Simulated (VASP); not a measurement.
# B (P4_2/mnm) in VASP: notebook, part 2 of 2

VASP 6.6.1.

## Step 6: Relaxation of cell and atoms, PBE

Input file INCAR:

```
SYSTEM = B
PREC = Accurate ; ENCUT = 600
EDIFF = 1E-6 ; ISMEAR = 0
SIGMA = 0.1 ; LREAL = .False.
LASPH = .True. ; NELM = 60
ALGO = Normal ; ISIF = 3
LWAVE = .False. ; LCHARG = .False.
GGA = PE ; IBRION = 2
NSW = 100 ; EDIFFG = -0.01
```

Input file KPOINTS:

```
Automatic mesh
0
Gamma
  16 16 16
  0 0 0
```

Input file POSCAR:

```
B
1.0
    2.9739089071      0.0000000000      0.0000000000
    0.0000000000      2.9739089071      0.0000000000
    0.0000000000      0.0000000000      2.7858542223
B
4
Direct
    0.8027623800      0.1972376200      0.0000000000
    0.1972376200      0.8027623800      0.0000000000
    0.3027623800      0.3027623800      0.5000000000
    0.6972376200      0.6972376200      0.5000000000
```

Potentials or basis: VASP PAW PBE potentials, release 64 (B).

Launch:

```console
$ cat potpaw_PBE.64/B/POTCAR > POTCAR
$ mpirun -np 1 vasp_std > vasp.out
```

OUTCAR:

```text
SYSTEM = B
   PREC = Accurate
   ENCUT = 600
   EDIFF = 1E-6
   ISMEAR = 0
   LREAL = .False.
   LASPH = .True.
   NELM = 60
   ISIF = 3
   GGA = PE
   IBRION = 2
   NSW = 100
   EDIFFG = -0.01

 ion  position               nearest neighbor table
   1  0.803  0.197  0.000-   2 1.66   3 2.06   4 2.06   3 2.06   4 2.06   4 2.06   4 2.06   3 2.06
                             3 2.06   2 2.15   2 2.15
   2  0.197  0.803  0.000-   1 1.66   3 2.06   4 2.06   3 2.06   4 2.06   3 2.06   3 2.06   4 2.06
                             4 2.06   1 2.15   1 2.15
   3  0.303  0.303  0.500-   4 1.66   2 2.06   1 2.06   1 2.06   2 2.06   2 2.06   2 2.06   1 2.06
                             1 2.06   4 2.15   4 2.15
   4  0.697  0.697  0.500-   3 1.66   2 2.06   1 2.06   1 2.06   2 2.06   1 2.06   1 2.06   2 2.06
                             2 2.06   3 2.15   3 2.15

  LATTYP: Found a simple tetragonal cell.
 ALAT       =     2.9739089071
 C/A-ratio  =     0.9367651496

  Lattice vectors:

 A1 = (   2.9739089071,   0.0000000000,   0.0000000000)
 A2 = (   0.0000000000,   2.9739089071,   0.0000000000)
 A3 = (   0.0000000000,   0.0000000000,   2.7858542223)

Analysis of symmetry for initial positions (statically):
=====================================================================
 Subroutine PRICEL returns:
 Original cell was already a primitive cell.

 Routine SETGRP: Setting up the symmetry group for a
 simple tetragonal supercell.

 Subroutine GETGRP returns: Found 16 space group operations
 (whereof  8 operations were pure point group operations)
 out of a pool of 16 trial point group operations.

The static configuration has the point symmetry D_2h.
 The point group associated with its full space group is D_4h.

Analysis of symmetry for dynamics (positions and initial velocities):
=====================================================================
 Subroutine PRICEL returns:
 Original cell was already a primitive cell.

 Routine SETGRP: Setting up the symmetry group for a
 simple tetragonal supercell.

 Subroutine GETGRP returns: Found 16 space group operations
 (whereof  8 operations were pure point group operations)
 out of a pool of 16 trial point group operations.

The dynamic configuration has the point symmetry D_2h.
 The point group associated with its full space group is D_4h.

 Subroutine INISYM returns: Found 16 space group operations
 (whereof  8 operations are pure point group operations),
 and found     1 'primitive' translations

----------------------------------------------------------------------------------------

                                     Primitive cell

  volume of cell :      24.6385

  direct lattice vectors                    reciprocal lattice vectors
     2.973908907  0.000000000  0.000000000     0.336257778  0.000000000  0.000000000
     0.000000000  2.973908907  0.000000000     0.000000000  0.336257778  0.000000000
     0.000000000  0.000000000  2.785854222     0.000000000  0.000000000  0.358956327

  length of vectors
     2.973908907  2.973908907  2.785854222     0.336257778  0.336257778  0.358956327

  position of ions in fractional coordinates (direct lattice)
     0.802762380  0.197237620  0.000000000
     0.197237620  0.802762380  0.000000000
     0.302762380  0.302762380  0.500000000
     0.697237620  0.697237620  0.500000000

[... 68 lines left out ...]
 SYSTEM =  B
   PREC   = accura    normal or accurate (medium, high low for compatibility)
   ISTART =      0    job   : 0-new  1-cont  2-samecut
   ICHARG =      2    charge: 1-file 2-atom 10-const
   ISPIN  =      1    spin polarized calculation?
   LNONCOLLINEAR =      F non collinear calculations
   LSORBIT =      F    spin-orbit coupling
   LASPH  =      T    aspherical Exc in radial PAW
   ENCUT  =  600.0 eV  44.10 Ry    6.64 a.u.   5.94  5.94  5.56*2*pi/ulx,y,z
   NELM   =     60;   NELMIN=  2; NELMDL= -5     # of ELM steps
   EDIFF  = 0.1E-05   stopping-criterion for ELM
   LREAL  =      F    real-space projection
   EDIFFG = -.1E-01   stopping-criterion for IOM
   NSW    =    100    number of steps for IOM
   IBRION =      2    ionic relax: 0-MD 1-quasi-New 2-CG
   NFREE  =      1    steps in history (QN), initial steepest desc. (CG)
   ISIF   =      3    stress and relaxation
   ISYM   =      2    0-nonsym 1-usesym 2-fastsym
   POTIM  = 0.5000    time-step for ionic-motion
   TEBEG  =    0.0;   TEEND  =   0.0 temperature during run
   PSTRESS=    0.0 pullay stress
   NELECT =      12.0000    total number of electrons
   NUPDOWN=      -1.0000    fix difference up-down
   EMIN   =  10.00;   EMAX   =-10.00  energy-range for DOS
   EFERMI =   0.00;   METHOD = LEGACY
   ISMEAR =     0;   SIGMA  =   0.10  broadening in eV -4-tet -1-fermi 0-gaus
   EFERMI_NEDOS =   21; number of points for ismear=-14 and -15
   IALGO  =     38    algorithm
   IMIX   =      4    mixing-type and parameters
     AMIX     =   0.40;   BMIX     =  1.00
     AMIX_MAG =   1.60;   BMIX_MAG =  1.00
  volume/ion in A,a.u.               =       6.16        41.57
  Fermi-wavevector in a.u.,A,eV,Ry     =   1.288044  2.434050 22.572843  1.659057
  Thomas-Fermi vector in A             =   2.420022
   LORBIT       =      0    0 simple, 1 ext, 2 COOP (PROOUT), +10 PAW based schemes
   GGA     = PE    functional components
   LHFCALC =     F    Hartree Fock is set to
   AEXX    =    0.0000 exact exchange contribution
   IVDW    =     0    specifies the selected vdW correction
   LEPSILON=     F    determine dielectric tensor
   LRPA    =     F    only Hartree local field effects (RPA)
 conjugate gradient relaxation of ions
 non-spin polarized calculation
 Gauss-broadening in eV      SIGMA  =   0.10
  energy-cutoff  :      600.00
  volume of cell :       24.64
 maximum number of plane-waves:       840
 NGX is ok and might be reduce to    24
   NGX = 11   NGY = 11   NGZ = 11

--------------------------------------- Ionic step        1  -------------------------------------------

 number of electron      12.0000000 magnetization

 Free energy of the ion-electron system (eV)
  ---------------------------------------------------
  ext. energy  EPLUGINS =         0.00000000
  ---------------------------------------------------
  free energy    TOTEN  =       -22.12090671 eV

  energy without entropy =      -22.11810813  energy(sigma->0) =      -22.11950742

------------------------ aborting loop because EDIFF is reached ----------------------------------------

  FORCE on cell =-STRESS in cart. coord.  units (eV):
  Direction    XX          YY          ZZ          XY          YZ          ZX
  --------------------------------------------------------------------------------------
  -------------------------------------------------------------------------------------
  Total        0.1325820      0.1325820     -0.2688845      0.0000000      0.0000000      0.0000000
  in kB        8.6214750      8.6214750    -17.4848796      0.0000000      0.0000000      0.0000000
  external PRESSURE =      -0.0806432 kB  Pullay stress =       0.0000000 kB
[... 101 lines left out ...]
--------------------------------------- Ionic step        4  -------------------------------------------

 number of electron      12.0000000 magnetization

 Free energy of the ion-electron system (eV)
  ---------------------------------------------------
  ext. energy  EPLUGINS =         0.00000000
  ---------------------------------------------------
  free energy    TOTEN  =       -22.12140171 eV

  energy without entropy =      -22.11846221  energy(sigma->0) =      -22.11993196

 E-fermi :   9.4955     XC(G=0): -12.7794

 val. band max:        9.4885134445   @ k =   0.0000   0.0000   0.3125
 cond. band min:       9.4983650688   @ k =   0.3125   0.0000   0.3750
 fundamental gap:      0.0098516243
 Fermi energy:         9.4954506437

 k-point     1 :       0.0000    0.0000    0.0000
  band No.  band energies     occupation
      1      -8.6807      2.00000
      2       1.9099      2.00000
      3       3.3287      2.00000
      4       4.1833      2.00000
      5       7.3735      2.00000
      6       7.3735      2.00000
      7      11.7390      0.00000
      8      13.9207      0.00000
      9      16.6613      0.00000
     10      16.6613      0.00000
[... 287 lines left out ...]
 k-point    24 :       0.5000    0.1250    0.0000
  band No.  band energies     occupation
      1      -5.1183      2.00000
      2      -5.1183      2.00000
      3       4.1546      2.00000
      4       4.1546      2.00000
      5       8.3209      2.00000
      6       8.3209      2.00000
      7      12.6465      0.00000
      8      12.6465      0.00000
      9      14.5775      0.00000
     10      14.5775      0.00000

 [... further k-points ...]

------------------------ aborting loop because EDIFF is reached ----------------------------------------

  FORCE on cell =-STRESS in cart. coord.  units (eV):
  Direction    XX          YY          ZZ          XY          YZ          ZX
  --------------------------------------------------------------------------------------
  -------------------------------------------------------------------------------------
  Total        0.0274889      0.0274889      0.0281326     -0.0000000      0.0000000      0.0000000
  in kB        1.7888052      1.7888052      1.8306973     -0.0000000      0.0000000      0.0000000
  external PRESSURE =       1.8027692 kB  Pullay stress =       0.0000000 kB
[... 19 lines left out ...]
  FREE ENERGIE OF THE ION-ELECTRON SYSTEM (eV)
  ---------------------------------------------------
  free  energy   TOTEN  =       -22.1214017069 eV

  energy  without entropy=      -22.1184622146  energy(sigma->0) =      -22.11993196

 reached required accuracy - stopping structural energy minimisation
```

CONTCAR:

```text
B
   1.00000000000000
     2.9771398977272119    0.0000000000000000    0.0000000000000000
     0.0000000000000000    2.9771398977272119    0.0000000000000000
     0.0000000000000000    0.0000000000000000    2.7778314712888226
  B
     4
Direct
     0.8029514453106238    0.1970485546893763    0.0000000000000000
     0.1970485546893763    0.8029514453106238    0.0000000000000000
     0.3029514453106237    0.3029514453106237    0.5000000000000000
     0.6970485546893762    0.6970485546893762    0.5000000000000000

  0.00000000E+00  0.00000000E+00  0.00000000E+00
  0.00000000E+00  0.00000000E+00  0.00000000E+00
  0.00000000E+00  0.00000000E+00  0.00000000E+00
  0.00000000E+00  0.00000000E+00  0.00000000E+00
```

It took 2.7 min on 1 thread of Intel Xeon 8259CL, shared host; peak memory 0.21 GiB.

Results:

- Free energy: -22.1214 eV
- Relaxed volume: 6.16 Å³/atom
- Relaxed cell: a = 2.977 Å, b = 2.977 Å, c = 2.778 Å, α = 90.00°, β = 90.00°, γ = 90.00°
- Space group after relaxing (to 0.05 Å): P4_2/mnm (No. 136)
- Energy gained by relaxing: 0.1 meV/atom
- Ionic steps: 4
- Pressure after relaxing: 0.2 GPa
- Largest force after relaxing: 0.009 eV/Å
- Band gap on the k mesh: zero (band 6 reaches 12.89 eV, above the bottom of band 7 at 4.24 eV)

Forces in eV/Å, atoms in the order of the input:
```
B   -0.006  0.006  0.000
B    0.006 -0.006  0.000
B   -0.006 -0.006  0.000
B    0.006  0.006  0.000
```

The path:
```csv
step,energy change (eV),largest force (eV/Å),pressure (GPa),volume (Å³)
1,0.0000,0.0059,-0.01,24.64
2,-0.0004,0.0334,-0.18,24.64
3,-0.0005,0.0225,-0.13,24.64
4,-0.0005,0.0088,0.18,24.62
```

Final structure:
```xyz
4
Lattice="2.9771 0.0000 0.0000 0.0000 2.9771 0.0000 0.0000 0.0000 2.7778" Properties=species:S:1:pos:R:3 pbc="T T T"
B     2.3905    0.5866    0.0000
B     0.5866    2.3905    0.0000
B     0.9019    0.9019    1.3889
B     2.0752    2.0752    1.3889
```

## Step 7: The runs side by side

| task | cell | k mesh | cutoff (eV) | gap on the mesh (eV) | pressure (GPa) | largest force (eV/Å) |
| --- | --- | --- | --- | --- | --- | --- |
| single point | a = 2.974, b = 2.974, c = 2.786 Å, 4 atoms | 6 × 6 × 6 | 520 | none | 0.0 | 0.01 |
| single point | a = 3.330, b = 3.330, c = 2.685 Å, 4 atoms | 6 × 6 × 6 | 520 | none | -31.9 | 0.93 |
| relaxation of cell and atoms | relaxed from a = 3.330, b = 3.330, c = 2.685 Å, 4 atoms | 6 × 6 × 6 | 600 | none | -0.8 | 0.03 |
| single point | a = 2.978, b = 2.978, c = 2.779 Å, 4 atoms | 16 × 16 × 16 | 520 | none | 0.1 | 0.01 |
| relaxation of cell and atoms | relaxed from a = 2.974, b = 2.974, c = 2.786 Å, 4 atoms | 16 × 16 × 16 | 600 | none | 0.2 | 0.01 |

Alike in all rows: level PBE; potentials or basis VASP PAW PBE potentials, release 64 (B); no spin polarisation; smearing gaussian 0.1 eV.

Caveats: some runs use coarse meshes; the volume moved by over 15 % at a fixed basis, so the end points are rough (some runs).

Total energies depend on the potentials used, so only differences within one code and one set of settings carry meaning.
